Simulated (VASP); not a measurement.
Crystal: Al5Cu.

```
Al Cu
1.0
     2.85796    0.00000    0.00000
     0.00000    2.85796    0.00000
     0.00000    0.00000   11.38951
Al Cu
5 1
Cartesian
  0.0000 0.0000 9.3682
  1.4290 1.4290 0.0000
  0.0000 0.0000 2.0213
  1.4290 1.4290 4.0360
  1.4290 1.4290 7.3535
  0.0000 0.0000 5.6948
```

- Program: VASP 6.6.1
- Task: relaxation of cell and atoms
- Functional: PBE
- Potentials or basis: VASP PAW PBE potentials, release 64 (Al, Cu)
- Cutoff: 600 eV
- k mesh: 14 × 14 × 4
- Occupations: gaussian, width 0.1 eV
- Spin: no spin polarisation

At the start: pressure 0.3 GPa; volume 15.50 Å³/atom.

Question: Where does the relaxation end?

Answer: Over 12 steps the energy falls by 4.7 meV/atom and the volume is 15.56 Å³/atom (+0.3 %); space group P4/mmm (No. 123, to 0.1 Å) before and after.

The path:
```tsv
step	energy change (eV)	largest force (eV/Å)	pressure (GPa)	volume (Å³)
1	0.0000	0.1355	0.31	93.03
2	-0.0191	0.0775	-0.10	93.43
3	-0.0255	0.0213	-0.62	94.03
4	-0.0275	0.0381	0.23	93.09
5	-0.0276	0.0347	-0.07	93.28
6	-0.0278	0.0375	0.16	93.22
7	-0.0278	0.0368	0.09	93.25
8	-0.0278	0.0366	0.12	93.27
9	-0.0281	0.0207	0.03	93.30
10	-0.0281	0.0114	0.00	93.32
11	-0.0281	0.0126	0.02	93.32
12	-0.0282	0.0066	0.02	93.35
```

Final structure:
```yaml
crystal:
  lattice:
    - [2.82765, 0.00000, 0.00000]
    - [0.00000, 2.82765, 0.00000]
    - [0.00000, 0.00000, 11.67497]
  atoms:
    - { symbol: Al, position: [0.00000, 0.00000, 0.82374] }
    - { symbol: Al, position: [0.50000, 0.50000, 0.00000] }
    - { symbol: Al, position: [0.00000, 0.00000, 0.17626] }
    - { symbol: Al, position: [0.50000, 0.50000, 0.35439] }
    - { symbol: Al, position: [0.50000, 0.50000, 0.64561] }
    - { symbol: Cu, position: [0.00000, 0.00000, 0.50000] }
```

Caveat: the highest band is partly filled, so the run has too few bands.
